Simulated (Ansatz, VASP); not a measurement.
## Two plane-wave programs on C18F

```xyz
19
Lattice="7.3980 0.0000 0.0000 -3.6990 6.4069 0.0000 0.0000 0.0000 11.0000" Properties=species:S:1:pos:R:3 pbc="T T T"
C     0.0335    0.0294    0.8962
C     1.2655    0.7407    0.8937
C    -1.1866    2.1564    0.9904
C     0.0293    2.8741    0.9318
C    -2.4335    4.3161    0.9904
C    -1.2041    5.0103    0.9318
C     2.4975    0.0294    0.8962
C     3.7311    0.7446    0.9319
C     1.2655    2.1633    0.8961
C     2.5016    2.8741    0.9318
C     0.0354    4.3018    0.9463
C     1.2655    5.0120    0.9425
C     4.9645    0.0254    0.9463
C     6.1979    0.7446    0.9319
C     3.7176    2.1564    0.9904
C     4.9645    2.8763    1.3217
C     2.4955    4.3018    0.9462
C     3.7350    5.0103    0.9318
F    -2.4335    2.8762    2.8224
```

Alike in both runs: functional LDA; k mesh 2 × 2 × 1; occupations fermi-dirac, width 0.05 eV; collinear spin.

Ansatz relaxed the structure, and its values are those at the end. VASP's run is a single point on that final structure, the one shown.

|  | VASP | Ansatz |
| --- | --- | --- |
| version | VASP 6.6.1 | Ansatz 0.2.0 |
| potentials or method | VASP PAW LDA potentials, release 64 (C, F), cutoff 520 eV | scalar-relativistic, plane waves, PAW |
| valence electrons in the cell | 79 | 79 |

```tsv
	VASP	Ansatz	Ansatz less VASP
rms of the force components (eV/Å)	0.043	0.001	-0.0419
net moment per atom (μB)	0.00	0.00	0.000
```

LDA's correlation is that of Perdew and Zunger in VASP and of Perdew and Wang (1992) in Ansatz. Ansatz's warnings: filled band counts differ across k points, seeded moment not kept.

The k mesh is coarse, so the values compare programs but aren't converged.
